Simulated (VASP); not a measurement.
Here is a VASP 6.6.1 calculation.

INCAR

```
  PREC = Accurate
  ENCUT = 520
  EDIFF = 1E-7
  ISMEAR = 0
  SIGMA = 0.01
  LREAL = False
  LASPH = True
  NELM = 80
  ALGO = Normal
  ISIF = 2
  LWAVE = False
  LCHARG = False
  GGA = PS
  NBANDS = 16
```

The input KPOINTS:

```
Automatic mesh
0
Gamma
  8 8 8
```

POSCAR

```
GaAs
1.0
    2.7812033951      2.7812033951      0.0000000000
   -2.7812033951      2.7812033951      0.0000000000
    0.0000000000      2.7812033951      2.7812033951
Ga As
1 1
Direct
    0.0000000000      0.0000000000      0.0000000000
    0.7500000000      0.2500000000      0.5000000000
```

Potentials or basis: VASP PAW PBE potentials, release 64 (Ga_d, As).

Run with:

```sh
$ cat potpaw_PBE.64/Ga_d/POTCAR potpaw_PBE.64/As/POTCAR > POTCAR
$ mpirun -np 1 vasp_std > vasp.out
```

(1) What does it give for the pressure?

(2) Predict the band gap on the k mesh.

Answers

(1) 4.2 GPa.

(2) 0.83 eV.

Caveat: the cell stands under pressure; the PAW data sets were made with another functional, which shifts forces and pressure a little.
